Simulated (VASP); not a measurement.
# Sb (R-3m) in VASP: notebook

The runs below take Sb through single point, with r2SCAN.

All numbers are computed with VASP 6.6.1; they aren't measurements. Logs are shortened: lines on timing, memory, paths and dates and some standing lists are left out, and cuts for length are marked.

## 1. The cell of the first run

Symmetry: R-3m, No. 166, trigonal system. The conventional cell has a = 4.338 Å, b = 4.338 Å, c = 11.636 Å, α = 90.00°, β = 90.00°, γ = 120.00°. Within 3.8 Å of Sb (site symmetry 3m) lie 6 Sb at 2.92 to 3.45 Å.

## 2. Single point, r2SCAN

Input file POSCAR:

```
Sb
1.0
    2.1691694859      1.2523705866      3.8785546296
   -2.1691694859      1.2523705866      3.8785546296
    0.0000000000     -2.5047411732      3.8785546296
Sb
2
Direct
    0.2313297337      0.2313297337      0.2313297337
    0.7686702663      0.7686702663      0.7686702663
```

Input file INCAR.step1:

```
SYSTEM = Sb
PREC = Accurate ; ENCUT = 520
ISMEAR = 0 ; SIGMA = 0.05
LREAL = .False. ; LASPH = .True.
NELM = 80 ; NBANDS = 12
GGA = PE ; ALGO = Normal
EDIFF = 1E-4 ; LWAVE = .True.
LCHARG = .False.
```

Input file INCAR.step2:

```
SYSTEM = Sb
PREC = Accurate ; ENCUT = 520
EDIFF = 1E-6 ; ISMEAR = 0
SIGMA = 0.05 ; LREAL = .False.
LASPH = .True. ; NELM = 80
ALGO = Normal ; ISIF = 2
LWAVE = .False. ; LCHARG = .True.
METAGGA = R2SCAN ; LMIXTAU = .True.
LELF = .True. ; LVHAR = .True.
NBANDS = 12 ; ISTART = 1
```

Input file KPOINTS:

```
Automatic mesh
0
Gamma
  12 12 12
  0 0 0
```

Potentials or basis: VASP PAW PBE potentials, release 64 (Sb).

Command:

```
$ cat potpaw_PBE.64/Sb/POTCAR > POTCAR
$ cp INCAR.step1 INCAR
$ mpirun -np 1 vasp_std > vasp.out
$ cp INCAR.step2 INCAR
$ mpirun -np 1 vasp_std > vasp.out
```

OUTCAR:

```text
SYSTEM = Sb
   PREC = Accurate
   ENCUT = 520
   EDIFF = 1E-6
   ISMEAR = 0
   LREAL = .False.
   LASPH = .True.
   NELM = 80
   ISIF = 2
   METAGGA = R2SCAN
   ISTART = 1

 ion  position               nearest neighbor table
   1  0.231  0.231  0.231-   2 2.92   2 2.92   2 2.92   2 3.45   2 3.45   2 3.45
   2  0.769  0.769  0.769-   1 2.92   1 2.92   1 2.92   1 3.45   1 3.45   1 3.45

  LATTYP: Found a trigonal (rhomboedric) cell.
 ALAT       =     4.6170244053
 COS(alpha) =     0.5585387098

  Lattice vectors:

 A1 = (   2.1691694859,   1.2523705866,   3.8785546296)
 A2 = (  -2.1691694859,   1.2523705866,   3.8785546296)
 A3 = (   0.0000000000,  -2.5047411732,   3.8785546296)

Analysis of symmetry for initial positions (statically):
=====================================================================
 Subroutine PRICEL returns:
 Original cell was already a primitive cell.

 Routine SETGRP: Setting up the symmetry group for a
 trigonal (rhombohedral) supercell.

 Subroutine GETGRP returns: Found 12 space group operations
 (whereof 12 operations were pure point group operations)
 out of a pool of 12 trial point group operations.

The static configuration has the point symmetry D_3d.

Analysis of symmetry for dynamics (positions and initial velocities):
=====================================================================
 Subroutine PRICEL returns:
 Original cell was already a primitive cell.

 Routine SETGRP: Setting up the symmetry group for a
 trigonal (rhombohedral) supercell.

 Subroutine GETGRP returns: Found 12 space group operations
 (whereof 12 operations were pure point group operations)
 out of a pool of 12 trial point group operations.

The dynamic configuration has the point symmetry D_3d.

 Subroutine INISYM returns: Found 12 space group operations
 (whereof 12 operations are pure point group operations),
 and found     1 'primitive' translations

----------------------------------------------------------------------------------------

                                     Primitive cell

  volume of cell :      63.2190

  direct lattice vectors                    reciprocal lattice vectors
     2.169169486  1.252370587  3.878554630     0.230502966  0.133080949  0.085942668
    -2.169169486  1.252370587  3.878554630    -0.230502966  0.133080949  0.085942668
     0.000000000 -2.504741173  3.878554630     0.000000000 -0.266161899  0.085942668

  length of vectors
     4.617024405  4.617024405  4.617024405     0.279693222  0.279693222  0.279693222

  position of ions in fractional coordinates (direct lattice)
     0.231329734  0.231329734  0.231329734
     0.768670266  0.768670266  0.768670266

  ion indices of the primitive-cell ions
   primitive index   ion index
                 1           1
                 2           2

----------------------------------------------------------------------------------------

 KPOINTS: Automatic mesh

Automatic generation of k-mesh.
 Grid dimensions read from file:
 generate k-points for:   12   12   12

 Generating k-lattice:

  Cartesian coordinates                     Fractional coordinates (reciprocal lattice)
     0.019208580  0.011090079  0.007161889     0.083333333  0.000000000 -0.000000000
    -0.019208580  0.011090079  0.007161889     0.000000000  0.083333333 -0.000000000
     0.000000000 -0.022180158  0.007161889    -0.000000000 -0.000000000  0.083333333

  Length of vectors
     0.023307769  0.023307769  0.023307769

  Shift w.r.t. Gamma in fractional coordinates (k-lattice)
     0.000000000  0.000000000  0.000000000

 Subroutine IBZKPT returns following result:
 ===========================================

 Found    189 irreducible k-points:

 Following reciprocal coordinates:
            Coordinates               Weight
  0.000000  0.000000  0.000000      1.000000
  0.083333  0.000000 -0.000000      6.000000
  0.166667 -0.000000 -0.000000      6.000000
  0.250000  0.000000 -0.000000      6.000000
  0.333333 -0.000000  0.000000      6.000000
  0.416667  0.000000 -0.000000      6.000000
[... 16 lines left out ...]
  0.500000  0.166667 -0.000000     12.000000
 -0.416667  0.166667  0.000000     12.000000
 [... further k-points ...]
   k-points           NKPTS =    189   k-points in BZ     NKDIM =    189   number of bands    NBANDS=     12
   number of dos      NEDOS =    301   number of ions     NIONS =      2
   total plane-waves  NPLWV =  46656
   dimension x,y,z NGX =    36 NGY =   36 NGZ =   36
   dimension x,y,z NGXF=    72 NGYF=   72 NGZF=   72
   ions per type =               2
   NGX,Y,Z   is equivalent  to a cutoff of  12.96, 12.96, 12.96 a.u.
   NGXF,Y,Z  is equivalent  to a cutoff of  25.93, 25.93, 25.93 a.u.
 SYSTEM =  Sb
   PREC   = accura    normal or accurate (medium, high low for compatibility)
   ISTART =      1    job   : 0-new  1-cont  2-samecut
   ICHARG =      0    charge: 1-file 2-atom 10-const
   ISPIN  =      1    spin polarized calculation?
   LNONCOLLINEAR =      F non collinear calculations
   LSORBIT =      F    spin-orbit coupling
   LASPH  =      T    aspherical Exc in radial PAW
   ENCUT  =  520.0 eV  38.22 Ry    6.18 a.u.   8.58  8.58  8.58*2*pi/ulx,y,z
   NELM   =     80;   NELMIN=  2; NELMDL=  0     # of ELM steps
   EDIFF  = 0.1E-05   stopping-criterion for ELM
   LREAL  =      F    real-space projection
   EDIFFG = 0.1E-04   stopping-criterion for IOM
   NSW    =      0    number of steps for IOM
   IBRION =     -1    ionic relax: 0-MD 1-quasi-New 2-CG
   NFREE  =      0    steps in history (QN), initial steepest desc. (CG)
   ISIF   =      2    stress and relaxation
   ISYM   =      2    0-nonsym 1-usesym 2-fastsym
   POTIM  = 0.5000    time-step for ionic-motion
   TEBEG  =    0.0;   TEEND  =   0.0 temperature during run
   PSTRESS=    0.0 pullay stress
   NELECT =      10.0000    total number of electrons
   NUPDOWN=      -1.0000    fix difference up-down
   EMIN   =  10.00;   EMAX   =-10.00  energy-range for DOS
   EFERMI =   0.00;   METHOD = LEGACY
   ISMEAR =     0;   SIGMA  =   0.05  broadening in eV -4-tet -1-fermi 0-gaus
   EFERMI_NEDOS =   21; number of points for ismear=-14 and -15
   IALGO  =     38    algorithm
   IMIX   =      4    mixing-type and parameters
     AMIX     =   0.40;   BMIX     =  1.00
     AMIX_MAG =   1.60;   BMIX_MAG =  1.00
  volume/ion in A,a.u.               =      31.61       213.31
  Fermi-wavevector in a.u.,A,eV,Ry     =   0.885372  1.673110 10.665378  0.783883
  Thomas-Fermi vector in A             =   2.006396
   LORBIT       =      0    0 simple, 1 ext, 2 COOP (PROOUT), +10 PAW based schemes
   METAGGA = R2SCAN    functional components
   LHFCALC =     F    Hartree Fock is set to
   AEXX    =    0.0000 exact exchange contribution
   IVDW    =     0    specifies the selected vdW correction
   LEPSILON=     F    determine dielectric tensor
   LRPA    =     F    only Hartree local field effects (RPA)
 non-spin polarized calculation
 Gauss-broadening in eV      SIGMA  =   0.05
  energy-cutoff  :      520.00
  volume of cell :       63.22
 maximum number of plane-waves:      1726
 NGX is ok and might be reduce to    36
   NGX = 17   NGY = 17   NGZ = 17

 number of electron      10.0000000 magnetization

 Free energy of the ion-electron system (eV)
  ---------------------------------------------------
  ext. energy  EPLUGINS =         0.00000000
  ---------------------------------------------------
  free energy    TOTEN  =       -51.39295077 eV

  energy without entropy =      -51.39271488  energy(sigma->0) =      -51.39283283

 E-fermi :   6.7484     XC(G=0):  -9.7744

 val. band max:        6.7458411864   @ k =   0.3333   0.1667   0.1667
 cond. band min:       6.7801188115   @ k =   0.4167   0.0833   0.0833
 fundamental gap:      0.0342776251
 Fermi energy:         6.7484489950

 k-point     1 :       0.0000    0.0000    0.0000
  band No.  band energies     occupation
      1      -6.3534      2.00000
      2       1.6407      2.00000
      3       4.4573      2.00000
      4       4.7994      2.00000
      5       4.7994      2.00000
      6       8.6081      0.00000
      7       9.3402      0.00000
      8       9.3402      0.00000
      9      12.3014      0.00000
     10      12.3014      0.00000
     11      12.5135      0.00000
     12      13.8803      0.00000

 k-point     2 :       0.0833    0.0000   -0.0000
  band No.  band energies     occupation
      1      -6.2753      2.00000
      2       1.3029      2.00000
      3       4.4975      2.00000
      4       4.7700      2.00000
      5       4.8895      2.00000
      6       8.6392      0.00000
      7       9.1533      0.00000
      8       9.1962      0.00000
      9      11.8985      0.00000
     10      12.2618      0.00000
     11      12.2741      0.00000
     12      14.3943      0.00000

 k-point     3 :       0.1667   -0.0000   -0.0000
  band No.  band energies     occupation
      1      -6.0423      2.00000
      2       0.4917      2.00000
      3       4.4897      2.00000
      4       4.6963      2.00000
      5       5.1681      2.00000
      6       8.4615      0.00000
      7       8.7524      0.00000
      8       8.8034      0.00000
      9      11.6322      0.00000
     10      12.1507      0.00000
     11      12.5110      0.00000
     12      15.5329      0.00000

 k-point     4 :       0.2500    0.0000   -0.0000
  band No.  band energies     occupation
      1      -5.6581      2.00000
      2      -0.5156      2.00000
      3       4.4697      2.00000
      4       4.6101      2.00000
      5       5.4896      2.00000
      6       7.9621      0.00000
      7       8.2224      0.00000
      8       8.3095      0.00000
      9      11.9769      0.00000
     10      12.5343      0.00000
     11      13.1496      0.00000
     12      16.8937      0.00000

 k-point     5 :       0.3333   -0.0000    0.0000
  band No.  band energies     occupation
      1      -5.1319      2.00000
      2      -1.5585      2.00000
      3       4.4886      2.00000
      4       4.5389      2.00000
      5       5.7955      2.00000
      6       7.4282      0.00000
      7       7.6342      0.00000
      8       7.8681      0.00000
      9      12.6303      0.00000
     10      13.4942      0.00000
     11      14.1036      0.00000
     12      17.4267      0.00000
[... 228 lines left out ...]
      1      -5.2945      2.00000
      2      -0.9028      2.00000
      3       3.3954      2.00000
      4       3.8285      2.00000
      5       5.0949      2.00000
      6       8.4157      0.00000
      7       9.1694      0.00000
      8       9.4980      0.00000
      9      11.0295      0.00000
     10      14.0197      0.00000
     11      14.6930      0.00000
     12      16.0725      0.00000

 k-point    22 :       0.4167    0.1667   -0.0000
  band No.  band energies     occupation
      1      -4.7530      2.00000
      2      -1.7943      2.00000
      3       3.2264      2.00000
      4       3.7634      2.00000
      5       4.8551      2.00000
      6       8.6353      0.00000
      7       8.7816      0.00000
      8       9.3072      0.00000
      9      11.5900      0.00000
     10      14.7233      0.00000
     11      15.8474      0.00000
     12      16.1931      0.00000

 k-point    23 :       0.5000    0.1667   -0.0000
  band No.  band energies     occupation
      1      -4.1201      2.00000
      2      -2.6548      2.00000
      3       3.0079      2.00000
      4       3.9181      2.00000
      5       4.8308      2.00000
      6       8.2223      0.00000
      7       8.3969      0.00000
      8       9.5181      0.00000
      9      12.6758      0.00000
     10      14.8473      0.00000
     11      15.6309      0.00000
     12      16.2706      0.00000

 k-point    24 :      -0.4167    0.1667    0.0000
  band No.  band energies     occupation
      1      -3.8291      2.00000
      2      -3.0067      2.00000
      3       2.8539      2.00000
      4       4.2395      2.00000
      5       4.9690      2.00000
      6       7.7316      0.00000
      7       8.0367      0.00000
      8       9.8121      0.00000
      9      13.5019      0.00000
     10      14.2230      0.00000
     11      14.8189      0.00000
     12      16.8357      0.00000

 [... further k-points ...]
[... 5 lines left out ...]
  --------------------------------------------------------------------------------------
  -------------------------------------------------------------------------------------
  Total        0.0606387      0.0606387     -0.0028188      0.0000000     -0.0000000      0.0000000
  in kB        1.5367840      1.5367840     -0.0714377      0.0000000     -0.0000000      0.0000000
  external PRESSURE =       1.0007101 kB  Pullay stress =       0.0000000 kB

 VOLUME and BASIS-vectors are now :
 -----------------------------------------------------------------------------
  energy-cutoff  :      520.00
  volume of cell :       63.22
      direct lattice vectors                 reciprocal lattice vectors
     2.169169486  1.252370587  3.878554630     0.230502966  0.133080949  0.085942668
    -2.169169486  1.252370587  3.878554630    -0.230502966  0.133080949  0.085942668
     0.000000000 -2.504741173  3.878554630     0.000000000 -0.266161899  0.085942668

 POSITION                                       TOTAL-FORCE (eV/Angst)
 -----------------------------------------------------------------------------------
      0.00000      0.00000      2.69168         0.000000      0.000000      0.049927
      0.00000      0.00000      8.94399         0.000000     -0.000000     -0.049927
 -----------------------------------------------------------------------------------
    total drift:                                0.000000     -0.000000      0.000000

  FREE ENERGIE OF THE ION-ELECTRON SYSTEM (eV)
  ---------------------------------------------------
  free  energy   TOTEN  =       -51.3929507670 eV

  energy  without entropy=      -51.3927148844  energy(sigma->0) =      -51.39283283
```

It took 3.3 min on 1 thread of Intel Xeon 6975P-C (Granite Rapids), shared host; peak memory 0.29 GiB.

What came out:

| Quantity | Value |
| --- | --- |
| Free energy | -51.3930 eV |
| Pressure | 0.1 GPa |
| Largest force | 0.050 eV/Å |
| Band gap on the k mesh | zero (bands 5 and 6 overlap by 0.14 eV) |

Forces in eV/Å, atoms in the order of the input:
```
Sb   0.000  0.000  0.050
Sb   0.000  0.000 -0.050
```

Stress tensor (GPa, compression positive):
```
 0.15  0.00  0.00
 0.00  0.15  0.00
 0.00  0.00 -0.01
```

Caveat: the PAW data sets were made with another functional, which shifts forces and pressure a little; spin-orbit coupling is left out, which moves the levels of the heavy elements.

[end of part 1 of 2]
